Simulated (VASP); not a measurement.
# Mo: single point with revPBE

The system is Mo.

```
Mo
1.0
     0.00000    2.93314    2.93314
     2.93314    0.00000    2.93314
     2.93314    2.93314    0.00000
Mo
2
Direct
  0.12500 0.12500 0.12500
  0.87500 0.87500 0.87500
```

This cell differs from its parent crystal: volume scaled by 1.08.

```json
{"Program": "VASP 6.6.1", "Task": "single point", "Functional": "revPBE", "Potentials or basis": "VASP PAW PBE potentials, release 64 (Mo_sv)", "Cutoff": "520 eV", "k mesh": "11 × 11 × 11", "Occupations": "fermi-dirac, width 0.1 eV", "Spin": "no spin polarisation", "Dipole correction": "no", "Further INCAR settings": "ALGO = Normal; EDIFF = 1e-06; NBANDS = 21"}
```

```
Pressure               : -6.5 GPa
Band gap on the k mesh : zero (band 14 reaches 6.20 eV, above the bottom of band 15 at 5.73 eV)
```

Levels at points of the mesh, in eV from the Fermi level:
```
           k point  band 11  band 12  band 13  band 14  band 15  band 16  band 17  band 18
(0.00, 0.00, 0.00)    -1.84    -1.19    -1.19    -1.19     1.24     1.24     1.24     3.91
```

It took 19 s on 1 thread of Intel(R) Xeon(R) 6975P-C (Granite Rapids), with other jobs on the host, peak memory 0.19 GiB.

Caveat: the PAW data sets were made with another functional, which shifts forces and pressure a little.
